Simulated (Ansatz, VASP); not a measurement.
**One calculation of In, two programs**

The input INCAR:

```
PREC     = Accurate       # precision mode
ENCUT    = 520            # plane-wave cutoff, eV
EDIFF    = 1E-6           # SCF threshold, eV
ISMEAR   = -1             # smearing method
SIGMA    = 0.03           # smearing width, eV
LREAL    = False          # projectors in reciprocal space
LASPH    = True           # aspherical terms in the spheres
NELM     = 100            # most SCF steps
ALGO     = Normal         # electronic algorithm
ISIF     = 2              # what is computed and relaxed
LWAVE    = False          # write WAVECAR
LCHARG   = False          # write CHGCAR
GGA      = PE             # functional
NBANDS   = 12             # bands
```

Contents of KPOINTS:

```
regular mesh
0
Gamma
  17 17 17
```

POSCAR

```
In
1.0
   -1.6947072674      1.6947072674      2.2973723912
    1.6947072674     -1.6947072674      2.2973723912
    1.6947072674      1.6947072674     -2.2973723912
In
1
Direct
    0.0000000000      0.0000000000      0.0000000000
```

Input for Ansatz:

```yaml
crystal:
  lattice:
    - [-1.6947072674, 1.6947072674, 2.2973723912]
    - [1.6947072674, -1.6947072674, 2.2973723912]
    - [1.6947072674, 1.6947072674, -2.2973723912]
  atoms:
    - { symbol: In, position: [0.0, 0.0, 0.0] }
kpoints:
  mp_grid: { grid: [17, 17, 17] }
  band_path:
    path:
      - [0.0, 0.0, 0.0]
      - [0.0, 0.0, 0.5]
      - [0.25, 0.25, 0.25]
      - [0.0, 0.5, 0.0]
      - [0.0, 0.0, 0.0]
      - [0.5, 0.5, -0.5]
      - [0.3860399918, 0.6139600082, -0.3860399918]
      - [-0.3860399918, 0.3860399918, 0.3860399918]
      - [0.0, 0.0, 0.0]
    npoints: 8
scf:
  occupations: { method: fermi_dirac, width: 0.03 }
hamiltonian:
  xc: pbe
  pseudopotentials: { kind: all_electron, lapw: { basis_error: 0.0005 } }
output:
  forces: true
  stress: true
  eigenvalues: true
  populations: true
  dos: { projected: true, de: 0.2, e_range: [-14, 8] }
```

Alike in both runs: task single point; functional PBE; k mesh 17 × 17 × 17; occupations fermi-dirac, width 0.03 eV; no spin polarisation.

|  | VASP | Ansatz |
| --- | --- | --- |
| version | VASP 6.6.1 | Ansatz 0.2.0 |
| potentials or method | VASP PAW PBE potentials, release 64 (In_d), cutoff 520 eV | all-electron LAPW, scalar-relativistic |

|  | VASP | Ansatz | Ansatz less VASP |
| --- | --- | --- | --- |
| pressure (GPa) | 1.5 | 1.6 | +0.05 |
| traceless stress, the component that is largest in VASP (GPa) | -0.36 | -0.36 | -0.001 |

Ansatz ran all-electron here, and VASP with PAW potentials.
